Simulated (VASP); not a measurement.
# Pt (Fm-3m) in VASP: single point with PBEsol

Aim: the single point of Pt with PBEsol.

All numbers are computed with VASP 6.6.1; they aren't measurements. Logs are shortened: lines on timing, memory, paths and dates and some standing lists are left out, and cuts for length are marked.

## Step 1: The cell of the first run

Symmetry: Fm-3m, No. 225, cubic system. The conventional cell has a = 3.918 Å, b = 3.918 Å, c = 3.918 Å, α = 90.00°, β = 90.00°, γ = 90.00°. Within 3.7 Å of Pt (site symmetry m-3m) lie 12 Pt at 2.77 Å.

## Step 2: Single point, PBEsol

Input file INCAR:

```
ALGO = Normal
EDIFF = 1E-6
ENCUT = 500
GGA = PS
GGA_COMPAT = F
ISIF = 2
ISMEAR = 0
LASPH = T
LCHARG = T
LELF = T
LREAL = F
LVHAR = T
LWAVE = F
NBANDS = 11
NELM = 120
PREC = Accurate
SIGMA = 0.1
```

Input file KPOINTS:

```
k-points
0
Gamma
  18 18 18
```

Input file POSCAR:

```
Pt
1.0
    0.0000000000      1.9589650840      1.9589650840
    1.9589650840      0.0000000000      1.9589650840
    1.9589650840      1.9589650840      0.0000000000
Pt
1
Direct
    0.0000000000      0.0000000000      0.0000000000
```

Potentials or basis: VASP PAW PBE potentials, release 64 (Pt).

Launch:

```bash
cat potpaw_PBE.64/Pt/POTCAR > POTCAR
mpirun -np 1 vasp_std > vasp.out
```

OUTCAR:

```text
EDIFF = 1E-6
   ENCUT = 500
   GGA = PS
   ISIF = 2
   ISMEAR = 0
   LASPH = T
   LREAL = F
   NELM = 120
   PREC = Accurate

 ion  position               nearest neighbor table
   1  0.000  0.000  0.000-

  LATTYP: Found a face centered cubic cell.
 ALAT       =     3.9179301680

  Lattice vectors:

 A1 = (   0.0000000000,   1.9589650840,   1.9589650840)
 A2 = (   1.9589650840,   0.0000000000,   1.9589650840)
 A3 = (   1.9589650840,   1.9589650840,   0.0000000000)

Analysis of symmetry for initial positions (statically):
=====================================================================
 Subroutine PRICEL returns:
 Original cell was already a primitive cell.

 Routine SETGRP: Setting up the symmetry group for a
 face centered cubic supercell.

 Subroutine GETGRP returns: Found 48 space group operations
 (whereof 48 operations were pure point group operations)
 out of a pool of 48 trial point group operations.

The static configuration has the point symmetry O_h .

Analysis of symmetry for dynamics (positions and initial velocities):
=====================================================================
 Subroutine PRICEL returns:
 Original cell was already a primitive cell.

 Routine SETGRP: Setting up the symmetry group for a
 face centered cubic supercell.

 Subroutine GETGRP returns: Found 48 space group operations
 (whereof 48 operations were pure point group operations)
 out of a pool of 48 trial point group operations.

The dynamic configuration has the point symmetry O_h .

 Subroutine INISYM returns: Found 48 space group operations
 (whereof 48 operations are pure point group operations),
 and found     1 'primitive' translations

----------------------------------------------------------------------------------------

                                     Primitive cell

  volume of cell :      15.0352

  direct lattice vectors                    reciprocal lattice vectors
     0.000000000  1.958965084  1.958965084    -0.255236811  0.255236811  0.255236811
     1.958965084  0.000000000  1.958965084     0.255236811 -0.255236811  0.255236811
     1.958965084  1.958965084  0.000000000     0.255236811  0.255236811 -0.255236811

  length of vectors
     2.770394990  2.770394990  2.770394990     0.442083124  0.442083124  0.442083124

  position of ions in fractional coordinates (direct lattice)
     0.000000000  0.000000000  0.000000000

  ion indices of the primitive-cell ions
   primitive index   ion index
                 1           1

----------------------------------------------------------------------------------------

 KPOINTS: k-points

Automatic generation of k-mesh.
 Grid dimensions read from file:
 generate k-points for:   18   18   18

 Generating k-lattice:

  Cartesian coordinates                     Fractional coordinates (reciprocal lattice)
    -0.014179823  0.014179823  0.014179823     0.055555556  0.000000000  0.000000000
     0.014179823 -0.014179823  0.014179823     0.000000000  0.055555556  0.000000000
     0.014179823  0.014179823 -0.014179823     0.000000000  0.000000000  0.055555556

  Length of vectors
     0.024560174  0.024560174  0.024560174

  Shift w.r.t. Gamma in fractional coordinates (k-lattice)
     0.000000000  0.000000000  0.000000000

 Subroutine IBZKPT returns following result:
 ===========================================

 Found    195 irreducible k-points:

 Following reciprocal coordinates:
            Coordinates               Weight
  0.000000  0.000000  0.000000      1.000000
  0.055556  0.000000  0.000000      8.000000
  0.111111  0.000000  0.000000      8.000000
  0.166667  0.000000  0.000000      8.000000
  0.222222  0.000000  0.000000      8.000000
  0.277778  0.000000  0.000000      8.000000
[... 16 lines left out ...]
 -0.277778  0.055556  0.000000     24.000000
 -0.222222  0.055556  0.000000     24.000000
 [... further k-points ...]
   k-points           NKPTS =    195   k-points in BZ     NKDIM =    195   number of bands    NBANDS=     11
   number of dos      NEDOS =    301   number of ions     NIONS =      1
   total plane-waves  NPLWV =   8000
   dimension x,y,z NGX =    20 NGY =   20 NGZ =   20
   dimension x,y,z NGXF=    40 NGYF=   40 NGZF=   40
   ions per type =               1
   NGX,Y,Z   is equivalent  to a cutoff of  12.00, 12.00, 12.00 a.u.
   NGXF,Y,Z  is equivalent  to a cutoff of  24.00, 24.00, 24.00 a.u.
 SYSTEM =  unknown system
   PREC   = accura    normal or accurate (medium, high low for compatibility)
   ISTART =      0    job   : 0-new  1-cont  2-samecut
   ICHARG =      2    charge: 1-file 2-atom 10-const
   ISPIN  =      1    spin polarized calculation?
   LNONCOLLINEAR =      F non collinear calculations
   LSORBIT =      F    spin-orbit coupling
   LASPH  =      T    aspherical Exc in radial PAW
   ENCUT  =  500.0 eV  36.75 Ry    6.06 a.u.   5.05  5.05  5.05*2*pi/ulx,y,z
   NELM   =    120;   NELMIN=  2; NELMDL= -5     # of ELM steps
   EDIFF  = 0.1E-05   stopping-criterion for ELM
   LREAL  =      F    real-space projection
   EDIFFG = 0.1E-04   stopping-criterion for IOM
   NSW    =      0    number of steps for IOM
   IBRION =     -1    ionic relax: 0-MD 1-quasi-New 2-CG
   NFREE  =      0    steps in history (QN), initial steepest desc. (CG)
   ISIF   =      2    stress and relaxation
   ISYM   =      2    0-nonsym 1-usesym 2-fastsym
   POTIM  = 0.5000    time-step for ionic-motion
   TEBEG  =    0.0;   TEEND  =   0.0 temperature during run
   PSTRESS=    0.0 pullay stress
   NELECT =      10.0000    total number of electrons
   NUPDOWN=      -1.0000    fix difference up-down
   EMIN   =  10.00;   EMAX   =-10.00  energy-range for DOS
   EFERMI =   0.00;   METHOD = LEGACY
   ISMEAR =     0;   SIGMA  =   0.10  broadening in eV -4-tet -1-fermi 0-gaus
   EFERMI_NEDOS =   21; number of points for ismear=-14 and -15
   IALGO  =     38    algorithm
   IMIX   =      4    mixing-type and parameters
     AMIX     =   0.40;   BMIX     =  1.00
     AMIX_MAG =   1.60;   BMIX_MAG =  1.00
  volume/ion in A,a.u.               =      15.04       101.46
  Fermi-wavevector in a.u.,A,eV,Ry     =   1.429019  2.700455 27.784410  2.042097
  Thomas-Fermi vector in A             =   2.549018
   LORBIT       =      0    0 simple, 1 ext, 2 COOP (PROOUT), +10 PAW based schemes
   GGA     = PS    functional components
   LHFCALC =     F    Hartree Fock is set to
   AEXX    =    0.0000 exact exchange contribution
   IVDW    =     0    specifies the selected vdW correction
   LEPSILON=     F    determine dielectric tensor
   LRPA    =     F    only Hartree local field effects (RPA)
 non-spin polarized calculation
 Gauss-broadening in eV      SIGMA  =   0.10
  energy-cutoff  :      500.00
  volume of cell :       15.04
 maximum number of plane-waves:       392
   NGX = 11   NGY = 11   NGZ = 11

 number of electron      10.0000001 magnetization

 Free energy of the ion-electron system (eV)
  ---------------------------------------------------
  ext. energy  EPLUGINS =         0.00000000
  ---------------------------------------------------
  free energy    TOTEN  =        -6.96545809 eV

  energy without entropy =       -6.95481793  energy(sigma->0) =       -6.96013801

 E-fermi :  11.1567     XC(G=0): -13.6465

 val. band max:       11.1561701312   @ k =  -0.3333   0.3889   0.1111
 cond. band min:      11.1678232880   @ k =   0.3889   0.2222   0.0000
 fundamental gap:      0.0116531568
 Fermi energy:        11.1566734469

 k-point     1 :       0.0000    0.0000    0.0000
  band No.  band energies     occupation
      1       0.8245      2.00000
      2       7.3294      2.00000
      3       7.3294      2.00000
      4       7.3294      2.00000
      5       9.5185      2.00000
      6       9.5185      2.00000
      7      25.7711      0.00000
      8      30.7453      0.00000
      9      30.7453      0.00000
     10      30.7453      0.00000
     11      36.0554      0.00000

 k-point     2 :       0.0556    0.0000    0.0000
  band No.  band energies     occupation
      1       0.9495      2.00000
      2       7.2726      2.00000
      3       7.3797      2.00000
      4       7.3797      2.00000
      5       9.4899      2.00000
      6       9.4899      2.00000
      7      25.9674      0.00000
      8      30.0710      0.00000
      9      30.9381      0.00000
     10      30.9381      0.00000
     11      36.8019      0.00000

 k-point     3 :       0.1111    0.0000    0.0000
  band No.  band energies     occupation
      1       1.3131      2.00000
      2       7.1263      2.00000
      3       7.5113      2.00000
      4       7.5113      2.00000
      5       9.4283      2.00000
      6       9.4283      2.00000
      7      26.5024      0.00000
      8      28.6618      0.00000
      9      31.4983      0.00000
     10      31.4983      0.00000
     11      37.6429      0.00000

 k-point     4 :       0.1667    0.0000    0.0000
  band No.  band energies     occupation
      1       1.8760      2.00000
      2       6.9620      2.00000
      3       7.6599      2.00000
      4       7.6599      2.00000
      5       9.4107      2.00000
      6       9.4107      2.00000
      7      27.0353      0.00000
      8      27.2037      0.00000
      9      32.3688      0.00000
     10      32.3688      0.00000
     11      36.0882      0.00000
[... 239 lines left out ...]
 k-point    22 :      -0.3333    0.0556    0.0000
  band No.  band energies     occupation
      1       3.7492      2.00000
      2       7.4317      2.00000
      3       7.5466      2.00000
      4       7.9369      2.00000
      5      10.2063      2.00000
      6      10.9532      1.99599
      7      20.8036      0.00000
      8      26.4458      0.00000
      9      30.7821      0.00000
     10      32.7580      0.00000
     11      35.9525      0.00000

 k-point    23 :      -0.2778    0.0556    0.0000
  band No.  band energies     occupation
      1       3.4460      2.00000
      2       7.1439      2.00000
      3       7.6157      2.00000
      4       7.6926      2.00000
      5       9.7082      2.00000
      6      10.4467      2.00000
      7      22.8748      0.00000
      8      27.1714      0.00000
      9      31.7100      0.00000
     10      34.3399      0.00000
     11      34.5759      0.00000

 k-point    24 :      -0.2222    0.0556    0.0000
  band No.  band energies     occupation
      1       2.8801      2.00000
      2       6.8254      2.00000
      3       7.7262      2.00000
      4       7.7952      2.00000
      5       9.3169      2.00000
      6      10.0041      2.00000
      7      24.8135      0.00000
      8      27.6916      0.00000
      9      32.2142      0.00000
     10      33.6245      0.00000
     11      34.8826      0.00000

 [... further k-points ...]

------------------------ aborting loop because EDIFF is reached ----------------------------------------

  FORCE on cell =-STRESS in cart. coord.  units (eV):
  Direction    XX          YY          ZZ          XY          YZ          ZX
  --------------------------------------------------------------------------------------
  -------------------------------------------------------------------------------------
  Total       -0.0362138     -0.0362138     -0.0362138      0.0000000      0.0000000      0.0000000
  in kB       -3.8589937     -3.8589937     -3.8589937      0.0000000      0.0000000      0.0000000
  external PRESSURE =      -3.8589937 kB  Pullay stress =       0.0000000 kB

 VOLUME and BASIS-vectors are now :
 -----------------------------------------------------------------------------
  energy-cutoff  :      500.00
  volume of cell :       15.04
      direct lattice vectors                 reciprocal lattice vectors
     0.000000000  1.958965084  1.958965084    -0.255236811  0.255236811  0.255236811
     1.958965084  0.000000000  1.958965084     0.255236811 -0.255236811  0.255236811
     1.958965084  1.958965084  0.000000000     0.255236811  0.255236811 -0.255236811

 POSITION                                       TOTAL-FORCE (eV/Angst)
 -----------------------------------------------------------------------------------
      0.00000      0.00000      0.00000        -0.000000      0.000000      0.000000
 -----------------------------------------------------------------------------------
    total drift:                                0.000000      0.000000      0.000000

  FREE ENERGIE OF THE ION-ELECTRON SYSTEM (eV)
  ---------------------------------------------------
  free  energy   TOTEN  =        -6.9654580894 eV

  energy  without entropy=       -6.9548179284  energy(sigma->0) =       -6.96013801
```

Wall time 8.9 s (1 thread of Intel Xeon 6975P-C (Granite Rapids), shared host); peak memory 0.15 GiB.

Results:

```yaml
Free_energy: -6.9655 eV
Pressure: -0.4 GPa
Band_gap_on_the_k_mesh: zero (bands 5 and 6 overlap by 2.24 eV)
```

Levels at points of the mesh, in eV from the Fermi level:
```tsv
k point	band 3	band 4	band 5	band 6	band 7	band 8
(0.00, 0.00, 0.00)	-3.83	-3.83	-1.64	-1.64	14.61	19.59
(0.50, 0.00, 0.00)	-3.89	-0.56	0.04	0.04	5.82	14.17
(0.50, 0.50, 0.00)	0.02	0.49	0.49	1.70	8.86	11.34
```

Caveat: the PAW data sets were made with another functional, which shifts forces and pressure a little; spin-orbit coupling is left out, which moves the levels of the heavy elements.
